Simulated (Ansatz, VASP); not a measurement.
## BaO in VASP and in Ansatz

The input INCAR:

```
PREC = Accurate
ENCUT = 600
EDIFF = 1E-6
ISMEAR = 0
SIGMA = 0.01
LREAL = F
LASPH = T
NELM = 120
ALGO = Normal
ISIF = 2
LWAVE = F
LCHARG = F
GGA = PE
IVDW = 13
NBANDS = 15
GGA_COMPAT = F
```

Contents of KPOINTS:

```
Automatic mesh
0
Gamma
  6 6 6
```

POSCAR

```
BaO
1.0
    0.0000000000      2.7718674917      2.7718674917
    2.7718674917      0.0000000000      2.7718674917
    2.7718674917      2.7718674917      0.0000000000
Ba O
1 1
Direct
    0.0000000000      0.0000000000      0.0000000000
    0.5000000000      0.5000000000      0.5000000000
```

Input for Ansatz:

```yaml
crystal:
  lattice:
    - [0.0, 2.7718674917, 2.7718674917]
    - [2.7718674917, 0.0, 2.7718674917]
    - [2.7718674917, 2.7718674917, 0.0]
  atoms:
    - { symbol: Ba, position: [0.0, 0.0, 0.0] }
    - { symbol: O, position: [0.5, 0.5, 0.5] }
kpoints:
  mp_grid: { grid: [6, 6, 6] }
hamiltonian:
  xc: pbe
  dispersion: d4
  pseudopotentials: { azcp: { folder: soft_1 } }
scf:
  occupations: { method: fixed }
  n_extra_bands: 4
output:
  forces: true
  stress: true
  eigenvalues: true
```

Alike in both runs: task single point; functional PBE; dispersion D4; k mesh 6 × 6 × 6; no spin polarisation.

```csv
,VASP,Ansatz
version,VASP 6.6.1,Ansatz 0.2.0
potentials or method,"VASP PAW PBE potentials, release 64 (Ba_sv, O)",plane waves
plane-wave cutoff (eV),600,420
occupations,"gaussian, width 0.01 eV",fixed
valence electrons in the cell,16,16
```

```csv
,VASP,Ansatz,Ansatz less VASP
gap on the k mesh at the Fermi level (eV),1.98,2.05,+0.067
pressure (GPa),1.3,-0.4,-1.61
```

Spin-orbit coupling is off throughout.
